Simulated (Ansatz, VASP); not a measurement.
## Ti3H: VASP beside Ansatz

File INCAR:

```
SYSTEM = Ti3H
  PREC = Accurate
  ENCUT = 520
  EDIFF = 1E-7
  ISMEAR = 0
  SIGMA = 0.1
  LREAL = .FALSE.
  LASPH = .TRUE.
  NELM = 100
  ALGO = Normal
  ISIF = 2
  LWAVE = .FALSE.
  LCHARG = .FALSE.
  LDIPOL = .TRUE.
  IDIPOL = 3
  DIPOL = 0.5 0.5 0.315
  GGA = PE
  NBANDS = 47
```

The input KPOINTS:

```
Automatic mesh
0
G
  6 6 1
  0 0 0
```

File POSCAR:

```
Ti3H
1.0
    4.6039800811      0.0000000000      0.0000000000
   -2.3019900405      3.9871637087      0.0000000000
    0.0000000000      0.0000000000     22.4969948581
Ti H
6 2
Direct
    0.6666666667      0.3333333333      0.1778015253
    0.3333333333      0.6666666667      0.2195752601
    0.0000000000      0.0000000000      0.2613489950
    0.6666666667      0.3333333333      0.2980583739
    0.3333333333      0.6666666667      0.3304600279
    0.0000000000      0.0000000000      0.3776946615
    0.2757109188      0.7242890812      0.4261455772
    0.3909557479      0.6090442521      0.4261455772
```

Input for Ansatz:

```yaml
crystal:
  lattice:
    - [4.6039800811, 0.0, 0.0]
    - [-2.3019900405, 3.9871637087, 0.0]
    - [0.0, 0.0, 22.4969948581]
  atoms:
    - { symbol: Ti, position: [0.6666666667, 0.3333333333, 0.1778015253] }
    - { symbol: Ti, position: [0.3333333333, 0.6666666667, 0.2195752601] }
    - { symbol: Ti, position: [0.0, 0.0, 0.261348995] }
    - { symbol: Ti, position: [0.6666666667, 0.3333333333, 0.2980583739] }
    - { symbol: Ti, position: [0.3333333333, 0.6666666667, 0.3304600279] }
    - { symbol: Ti, position: [0.0, 0.0, 0.3776946615] }
    - { symbol: H, position: [0.2757109188, 0.7242890812, 0.4261455772] }
    - { symbol: H, position: [0.3909557479, 0.6090442521, 0.4261455772] }
basis:
  ecutwfc: 420
kpoints:
  mp_grid: { grid: [6, 6, 1] }
hamiltonian:
  xc: pbe
scf:
  occupations: { method: gaussian, width: 0.1 }
output:
  forces: true
  eigenvalues: true
efield:
  axis: 3
  dipole_correction: true
  ramp_width: 0.04
```

Alike in both runs: task single point; functional PBE; k mesh 6 × 6 × 1; occupations gaussian, width 0.1 eV; no spin polarisation.

|  | VASP | Ansatz |
| --- | --- | --- |
| version | VASP 6.6.1 | Ansatz 0.2.0 |
| potentials or method | VASP PAW PBE potentials, release 64 (Ti_sv, H), cutoff 520 eV | scalar-relativistic, plane waves, PAW |
| valence electrons in the cell | 74 | 74 |

|  | VASP | Ansatz | Ansatz less VASP |
| --- | --- | --- | --- |
| gap on the k mesh at the Fermi level (eV) | none | none | - |
| rms of the force components (eV/Å) | 0.411 | 0.411 | +0.0003 |

Atom by atom the forces differ by 0.006 eV/Å (rms over components). A gap of «none» marks a metal or a gap that the smearing closes.
